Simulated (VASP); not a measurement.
Here is a VASP 6.6.1 calculation.

File INCAR:

```
SYSTEM = InAs
PREC = Accurate
ENCUT = 600
EDIFF = 1E-6
ISMEAR = -1
SIGMA = 0.08
LREAL = .FALSE.
LASPH = .TRUE.
NELM = 60
ALGO = Normal
ISIF = 3
LWAVE = .FALSE.
LCHARG = .FALSE.
GGA = PS
IBRION = 2
NSW = 100
EDIFFG = -0.002
PSTRESS = 100.0
```

File KPOINTS:

```
Automatic mesh
0
G
  14 14 14
  0 0 0
```

The input POSCAR:

```
InAs
1.0
    0.0000000000      3.0438735453      3.0438735453
    3.0438735453      0.0000000000      3.0438735453
    3.0438735453      3.0438735453      0.0000000000
In As
1 1
Direct
    0.0000000000      0.0000000000      0.0000000000
    0.7500000000      0.7500000000      0.7500000000
```

Potentials or basis: VASP PAW PBE potentials, release 64 (In_d, As).

The run is started by

```sh
$ cat potpaw_PBE.64/In_d/POTCAR potpaw_PBE.64/As/POTCAR > POTCAR
$ mpirun -np 1 vasp_std > vasp.out
```

Question: Predict the relaxed cell.

Answer: a = 4.122 Å, b = 4.122 Å, c = 4.122 Å, α = 60.00°, β = 60.00°, γ = 60.00°.

Question: Predict the band gap on the k mesh.

Answer: 0.28 eV.

Question: Estimate the space group after relaxing (to 0.1 Å).

Answer: F-43m (No. 216).

The path:
```tsv
step	energy change (eV)	largest force (eV/Å)	pressure (GPa)	volume (Å³)
1	0.0000	0.0000	0.08	56.40
2	0.8810	0.0000	27.51	43.32
3	0.1819	0.0000	9.74	49.69
4	0.1897	0.0000	9.93	49.56
5	0.1979	0.0000	10.19	49.43
6	0.1860	0.0000	9.83	49.62
7	0.1922	0.0000	10.01	49.52
```

Caveat: the cell is relaxed towards a set pressure, so the run minimises the enthalpy, not the energy; the PAW data sets were made with another functional, which shifts forces and pressure a little; spin-orbit coupling is left out, which moves the levels of the heavy elements.
